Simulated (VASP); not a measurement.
**BaTiO3: single point with r2SCAN**

BaTiO3:

```xyz
10
Lattice="4.0334 0.0000 0.0000 0.0000 8.0667 0.0000 0.0000 0.0000 4.0334" Properties=species:S:1:pos:R:3 pbc="T T T"
Ba    2.0167    2.0167    2.0167
Ba    2.0167    6.0500    2.0167
Ti    0.0000    0.0000    0.0000
Ti    0.0000    4.0334    0.0000
O     2.0167    0.0000    0.0000
O     2.0167    4.0334    0.0000
O     0.0000    2.0167    0.0000
O     0.0000    6.0500    0.0000
O     0.0000    0.0000    2.0167
O     0.0000    4.0334    2.0167
```

```yaml
Program: VASP 6.6.1
Task: single point
Functional: r2SCAN
Potentials_or_basis: VASP PAW PBE potentials, release 64 (Ba_sv, Ti_sv, O)
Cutoff: 520 eV
k_mesh: 6 × 3 × 6
Occupations: fermi-dirac, width 0.1 eV
Spin: no spin polarisation
Dipole_correction: no
Further_INCAR_settings: ALGO = Normal; EDIFF = 1e-06; NBANDS = 51
```

| Quantity | Value |
| --- | --- |
| Pressure | -3.2 GPa |
| Band gap on the k mesh | 2.08 eV |

Levels at points of the mesh, in eV from the valence-band top:
```tsv
k point	band 36	band 37	band 38	band 39	band 40	band 41	band 42	band 43	band 44	band 45
(0.00, 0.00, 0.00)	-0.75	-0.75	-0.18	-0.18	-0.18	2.08	2.08	2.08	2.22	3.72
(0.50, 0.00, 0.00)	-0.90	-0.90	-0.75	-0.75	-0.09	2.22	3.72	3.72	3.73	3.73
(0.50, 0.00, 0.50)	-0.90	-0.09	0.00	0.00	0.00	3.73	3.73	4.16	4.39	4.39
```

It took 5.7 min on 1 thread of AMD EPYC 9R45 96-Core Processor (Zen 5), with other jobs on the host, peak memory 0.27 GiB.

Caveat: the cell stands under tension; the PAW data sets were made with another functional, which shifts forces and pressure a little; spin-orbit coupling is left out, which moves the levels of the heavy elements. A k mesh can miss the band edges.
